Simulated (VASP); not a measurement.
Input of a VASP 6.6.1 run:

INCAR

```
SYSTEM = GaSi16
ALGO     = Normal         ! electronic algorithm
EDIFF    = 1E-6           ! SCF threshold, eV
ENCUT    = 520            ! plane-wave cutoff, eV
GGA      = PS             ! functional
ISIF     = 2              ! what is computed and relaxed
ISMEAR   = 0              ! smearing method
ISPIN    = 2              ! spin polarisation
LASPH    = .True.         ! aspherical terms in the spheres
LCHARG   = .False.        ! write CHGCAR
LORBIT   = 11             ! projections on sites
LREAL    = Auto         
LWAVE    = .False.        ! write WAVECAR
MAGMOM   = 0 0 0 0 0 0 0 0 0 0 0 0 0 0 0 0 0 ! initial moments
NBANDS   = 56             ! bands
NELM     = 150            ! most SCF steps
PREC     = Accurate       ! precision mode
SIGMA    = 0.05           ! smearing width, eV
```

Contents of KPOINTS:

```
k-points
0
Gamma
  2 2 2
  0 0 0
```

The input POSCAR:

```
GaSi16
1.0
    0.0000000000      5.4300000000      5.4300000000
    5.4300000000      0.0000000000      5.4300000000
    5.4300000000      5.4300000000      0.0000000000
Si Ga
16 1
Direct
   -0.0206663904     -0.0204238490     -0.0206844383
    0.1044047882      0.1038318600      0.1033953959
    0.0103134438      0.0121821363      0.4641132597
    0.1267062615      0.1280263352      0.6097668508
    0.0105011050      0.4644325967      0.0124589319
    0.1269281768      0.6101721915      0.1282364641
    0.0136367403      0.4994039595      0.4997437385
    0.1487348987      0.6180490792      0.6185023020
    0.4650927256      0.0109625230      0.0111035912
    0.6101127993      0.1275536832      0.1275625230
    0.4983581031      0.0138264273      0.4994170350
    0.6172293738      0.1486726519      0.6183546041
    0.4986681400      0.4994053407      0.0139285451
    0.6176769797      0.6184204420      0.1485580110
    0.5179222836      0.5177861878      0.5178152855
    0.6424287293      0.6425526703      0.6425771639
    0.8414813076      0.8403465009      0.8398593923
```

Potentials or basis: VASP PAW PBE potentials, release 64 (Si, Ga_d).

Command:

```bash
$ cat potpaw_PBE.64/Si/POTCAR potpaw_PBE.64/Ga_d/POTCAR > POTCAR
$ mpirun -np 1 vasp_std > vasp.out
```

Q: Predict the largest force.

A: 0.727 eV/Å.

Q: Estimate the pressure.

A: 3.5 GPa.

Q: Predict the net moment.

A: 0.00 μB per cell.

Forces in eV/Å, atoms in the order of the input:
```
Si  -0.010 -0.003 -0.004
Si  -0.008 -0.009 -0.008
Si  -0.049 -0.027 -0.021
Si  -0.014  0.001  0.037
Si  -0.047 -0.023 -0.026
Si  -0.019  0.037 -0.002
Si  -0.035 -0.024 -0.018
Si   0.013 -0.056 -0.049
Si  -0.007 -0.034 -0.031
Si   0.047 -0.024 -0.020
Si  -0.025 -0.033 -0.009
Si  -0.055  0.022 -0.050
Si  -0.023 -0.011 -0.034
Si  -0.052 -0.048  0.011
Si  -0.092 -0.092 -0.088
Si  -0.069 -0.087 -0.091
Ga   0.446  0.411  0.401
```

Caveat: the k points lie up to 0.50 Å⁻¹ apart; the PAW data sets were made with another functional, which shifts forces and pressure a little.
